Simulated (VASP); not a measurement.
# Si3Mo (P4/mmm) in VASP: further runs, part 2 of 2

VASP 6.6.1.

## 3. Single point, PBE

This run uses another cell than the first one, of 16.37 Å³/atom, 1.171 times its volume.

File INCAR:

```
PREC = Accurate
ENCUT = 520
EDIFF = 1E-7
ISMEAR = 0
SIGMA = 0.1
LREAL = False
LASPH = True
NELM = 80
ALGO = Normal
ISIF = 2
LWAVE = False
LCHARG = False
GGA = PE
NBANDS = 21
```

File KPOINTS:

```
Automatic mesh
0
Gamma
  4 4 6
```

File POSCAR:

```
Si3Mo
1.0
    4.5333032800      0.0000000000      0.0000000000
    0.0000000000      4.5333032800      0.0000000000
    0.0000000000      0.0000000000      3.1859305100
Si Mo
3 1
Direct
    0.5000000000      0.5000000000      0.0000000000
    0.5000000000      0.0000000000      0.5000000000
    0.0000000000      0.5000000000      0.5000000000
    0.0000000000      0.0000000000      0.0000000000
```

Potentials or basis: VASP PAW PBE potentials, release 64 (Si, Mo_sv).

Run with:

```sh
> cat potpaw_PBE.64/Si/POTCAR potpaw_PBE.64/Mo_sv/POTCAR > POTCAR
> mpirun -np 1 vasp_std > vasp.out
```

OUTCAR:

```text
PREC = Accurate
   ENCUT = 520
   EDIFF = 1E-7
   ISMEAR = 0
   LREAL = False
   LASPH = True
   NELM = 80
   ISIF = 2
   GGA = PE

 ion  position               nearest neighbor table
   1  0.500  0.500  0.000-   2 2.77   3 2.77   2 2.77   3 2.77   2 2.77   2 2.77   3 2.77   3 2.77
                             4 3.21   4 3.21   4 3.21   4 3.21
   2  0.500  0.000  0.500-   1 2.77   4 2.77   1 2.77   4 2.77   1 2.77   1 2.77   4 2.77   4 2.77

   3  0.000  0.500  0.500-   1 2.77   4 2.77   1 2.77   4 2.77   4 2.77   4 2.77   1 2.77   1 2.77

   4  0.000  0.000  0.000-   2 2.77   3 2.77   2 2.77   3 2.77   3 2.77   3 2.77   2 2.77   2 2.77
                             1 3.21   1 3.21   1 3.21   1 3.21

  LATTYP: Found a simple tetragonal cell.
 ALAT       =     4.5333032800
 C/A-ratio  =     0.7027834480

  Lattice vectors:

 A1 = (   4.5333032800,   0.0000000000,   0.0000000000)
 A2 = (   0.0000000000,   4.5333032800,   0.0000000000)
 A3 = (   0.0000000000,   0.0000000000,   3.1859305100)

Analysis of symmetry for initial positions (statically):
=====================================================================
 Subroutine PRICEL returns:
 Original cell was already a primitive cell.

 Routine SETGRP: Setting up the symmetry group for a
 simple tetragonal supercell.

 Subroutine GETGRP returns: Found 16 space group operations
 (whereof 16 operations were pure point group operations)
 out of a pool of 16 trial point group operations.

The static configuration has the point symmetry D_4h.

Analysis of symmetry for dynamics (positions and initial velocities):
=====================================================================
 Subroutine PRICEL returns:
 Original cell was already a primitive cell.

 Routine SETGRP: Setting up the symmetry group for a
 simple tetragonal supercell.

 Subroutine GETGRP returns: Found 16 space group operations
 (whereof 16 operations were pure point group operations)
 out of a pool of 16 trial point group operations.

The dynamic configuration has the point symmetry D_4h.

 Subroutine INISYM returns: Found 16 space group operations
 (whereof 16 operations are pure point group operations),
 and found     1 'primitive' translations

----------------------------------------------------------------------------------------

                                     Primitive cell

  volume of cell :      65.4735

  direct lattice vectors                    reciprocal lattice vectors
     4.533303280  0.000000000  0.000000000     0.220589698  0.000000000  0.000000000
     0.000000000  4.533303280  0.000000000     0.000000000  0.220589698  0.000000000
     0.000000000  0.000000000  3.185930510     0.000000000  0.000000000  0.313880041

  length of vectors
     4.533303280  4.533303280  3.185930510     0.220589698  0.220589698  0.313880041

  position of ions in fractional coordinates (direct lattice)
     0.500000000  0.500000000  0.000000000
     0.500000000  0.000000000  0.500000000
     0.000000000  0.500000000  0.500000000
     0.000000000  0.000000000  0.000000000

  ion indices of the primitive-cell ions
   primitive index   ion index
                 1           1
                 2           2
                 3           3
                 4           4

[... 23 lines left out ...]

 Found     24 irreducible k-points:

 Following reciprocal coordinates:
            Coordinates               Weight
  0.000000  0.000000  0.000000      1.000000
  0.250000  0.000000  0.000000      4.000000
  0.500000  0.000000  0.000000      2.000000
  0.250000  0.250000  0.000000      4.000000
  0.500000  0.250000  0.000000      4.000000
  0.500000  0.500000  0.000000      1.000000
[... 16 lines left out ...]
  0.500000  0.250000  0.500000      4.000000
  0.500000  0.500000  0.500000      1.000000
   k-points           NKPTS =     24   k-points in BZ     NKDIM =     24   number of bands    NBANDS=     21
   number of dos      NEDOS =    301   number of ions     NIONS =      4
   total plane-waves  NPLWV =  31104
   dimension x,y,z NGX =    36 NGY =   36 NGZ =   24
   dimension x,y,z NGXF=    72 NGYF=   72 NGZF=   48
   ions per type =               3   1
   NGX,Y,Z   is equivalent  to a cutoff of  13.20, 13.20, 12.52 a.u.
   NGXF,Y,Z  is equivalent  to a cutoff of  26.40, 26.40, 25.05 a.u.
 SYSTEM =  unknown system
   PREC   = accura    normal or accurate (medium, high low for compatibility)
   ISTART =      0    job   : 0-new  1-cont  2-samecut
   ICHARG =      2    charge: 1-file 2-atom 10-const
   ISPIN  =      1    spin polarized calculation?
   LNONCOLLINEAR =      F non collinear calculations
   LSORBIT =      F    spin-orbit coupling
   LASPH  =      T    aspherical Exc in radial PAW
   ENCUT  =  520.0 eV  38.22 Ry    6.18 a.u.   8.43  8.43  5.92*2*pi/ulx,y,z
   NELM   =     80;   NELMIN=  2; NELMDL= -5     # of ELM steps
   EDIFF  = 0.1E-06   stopping-criterion for ELM
   LREAL  =      F    real-space projection
   EDIFFG = 0.1E-05   stopping-criterion for IOM
   NSW    =      0    number of steps for IOM
   IBRION =     -1    ionic relax: 0-MD 1-quasi-New 2-CG
   NFREE  =      0    steps in history (QN), initial steepest desc. (CG)
   ISIF   =      2    stress and relaxation
   ISYM   =      2    0-nonsym 1-usesym 2-fastsym
   POTIM  = 0.5000    time-step for ionic-motion
   TEBEG  =    0.0;   TEEND  =   0.0 temperature during run
   PSTRESS=    0.0 pullay stress
   NELECT =      26.0000    total number of electrons
   NUPDOWN=      -1.0000    fix difference up-down
   EMIN   =  10.00;   EMAX   =-10.00  energy-range for DOS
   EFERMI =   0.00;   METHOD = LEGACY
   ISMEAR =     0;   SIGMA  =   0.10  broadening in eV -4-tet -1-fermi 0-gaus
   EFERMI_NEDOS =   21; number of points for ismear=-14 and -15
   IALGO  =     38    algorithm
   IMIX   =      4    mixing-type and parameters
     AMIX     =   0.40;   BMIX     =  1.00
     AMIX_MAG =   1.60;   BMIX_MAG =  1.00
  volume/ion in A,a.u.               =      16.37       110.46
  Fermi-wavevector in a.u.,A,eV,Ry     =   1.203309  2.273925 19.700606  1.447954
  Thomas-Fermi vector in A             =   2.339066
   LORBIT       =      0    0 simple, 1 ext, 2 COOP (PROOUT), +10 PAW based schemes
   GGA     = PE    functional components
   LHFCALC =     F    Hartree Fock is set to
   AEXX    =    0.0000 exact exchange contribution
   IVDW    =     0    specifies the selected vdW correction
   LEPSILON=     F    determine dielectric tensor
   LRPA    =     F    only Hartree local field effects (RPA)
 non-spin polarized calculation
 Gauss-broadening in eV      SIGMA  =   0.10
  energy-cutoff  :      520.00
  volume of cell :       65.47
 maximum number of plane-waves:      1780
 NGX is ok and might be reduce to    36
   NGX = 17   NGY = 17   NGZ = 11

 number of electron      26.0000006 magnetization

 Free energy of the ion-electron system (eV)
  ---------------------------------------------------
  ext. energy  EPLUGINS =         0.00000000
  ---------------------------------------------------
  free energy    TOTEN  =       -25.68583284 eV

  energy without entropy =      -25.67131973  energy(sigma->0) =      -25.67857628

 E-fermi :   9.4406     XC(G=0): -11.3097

 val. band max:        9.4231077300   @ k =   0.2500   0.0000   0.0000
 cond. band min:       9.4533521592   @ k =   0.5000   0.0000   0.0000
 fundamental gap:      0.0302444292
 Fermi energy:         9.4405715821

 k-point     1 :       0.0000    0.0000    0.0000
  band No.  band energies     occupation
      1     -51.6058      2.00000
      2     -25.7021      2.00000
      3     -25.7021      2.00000
      4     -25.5762      2.00000
      5      -3.1133      2.00000
      6       1.8803      2.00000
[... 565 lines left out ...]
     20      15.5985      0.00000
     21      15.5985      0.00000

------------------------ aborting loop because EDIFF is reached ----------------------------------------

  FORCE on cell =-STRESS in cart. coord.  units (eV):
  Direction    XX          YY          ZZ          XY          YZ          ZX
  --------------------------------------------------------------------------------------
  -------------------------------------------------------------------------------------
  Total       -6.9788327     -6.9788327     -5.7798232      0.0000000      0.0000000      0.0000000
  in kB     -170.7762697   -170.7762697   -141.4357792      0.0000000      0.0000000      0.0000000
  external PRESSURE =    -160.9961062 kB  Pullay stress =       0.0000000 kB

 VOLUME and BASIS-vectors are now :
 -----------------------------------------------------------------------------
  energy-cutoff  :      520.00
  volume of cell :       65.47
      direct lattice vectors                 reciprocal lattice vectors
     4.533303280  0.000000000  0.000000000     0.220589698  0.000000000  0.000000000
     0.000000000  4.533303280  0.000000000     0.000000000  0.220589698  0.000000000
     0.000000000  0.000000000  3.185930510     0.000000000  0.000000000  0.313880041

 POSITION                                       TOTAL-FORCE (eV/Angst)
 -----------------------------------------------------------------------------------
      2.26665      2.26665      0.00000         0.000000      0.000000      0.000000
      2.26665      0.00000      1.59297         0.000000      0.000000      0.000000
      0.00000      2.26665      1.59297         0.000000      0.000000      0.000000
      0.00000      0.00000      0.00000         0.000000      0.000000      0.000000
 -----------------------------------------------------------------------------------
    total drift:                                0.000000     -0.000000     -0.000000

  FREE ENERGIE OF THE ION-ELECTRON SYSTEM (eV)
  ---------------------------------------------------
  free  energy   TOTEN  =       -25.6858328377 eV

  energy  without entropy=      -25.6713197296  energy(sigma->0) =      -25.67857628
```

Run time: 21 s. Hardware: 1 thread of Intel Xeon Platinum 8259CL at 2.50GHz (Skylake/Cascade Lake), shared host; peak memory 0.19 GiB.

What came out:

```
Free energy            : -25.6858 eV
Pressure               : -16.1 GPa
Band gap on the k mesh : zero (band 13 reaches 9.86 eV, above the bottom of band 14 at 8.53 eV)
```

Stress tensor (GPa, compression positive):
```
-17.08   0.00   0.00
  0.00 -17.08   0.00
  0.00   0.00 -14.14
```
